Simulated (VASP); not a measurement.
**TePb: single point with PBE+D4**

Crystal: TePb.

```
Pb Te
1.0
     4.01416    0.00000    0.00000
     0.00000    4.01416    0.00000
     0.00000    0.00000    4.01416
Pb Te
1 1
Direct
  0.00000 0.00000 0.00000
  0.50000 0.50000 0.50000
```

```
Program             : VASP 6.6.1
Task                : single point
Functional          : PBE
Dispersion          : D4
Potentials or basis : VASP PAW PBE potentials, release 64 (Pb_d, Te)
Cutoff              : 520 eV
k mesh              : 7 × 7 × 7
Occupations         : fermi-dirac, width 0.05 eV
Spin                : no spin polarisation
```

- Pressure: 0.0 GPa
- Band gap on the k mesh: zero (band 10 reaches 6.46 eV, above the bottom of band 11 at 5.69 eV)
- Dispersion energy per atom: -0.485 eV

Levels at points of the mesh, in eV from the Fermi level:
| k point | band 8 | band 9 | band 10 | band 11 | band 12 | band 13 |
| --- | --- | --- | --- | --- | --- | --- |
| (0.00, 0.00, 0.00) | -1.55 | -1.55 | -1.55 | 4.02 | 4.02 | 5.18 |

Wall time 36 s on 1 thread of AMD EPYC 7571, on a shared host, peak memory 0.14 GiB.

Caveat: spin-orbit coupling is left out, which moves the levels of the heavy elements; pairwise dispersion overbinds metals, which lowers pressure and volume.
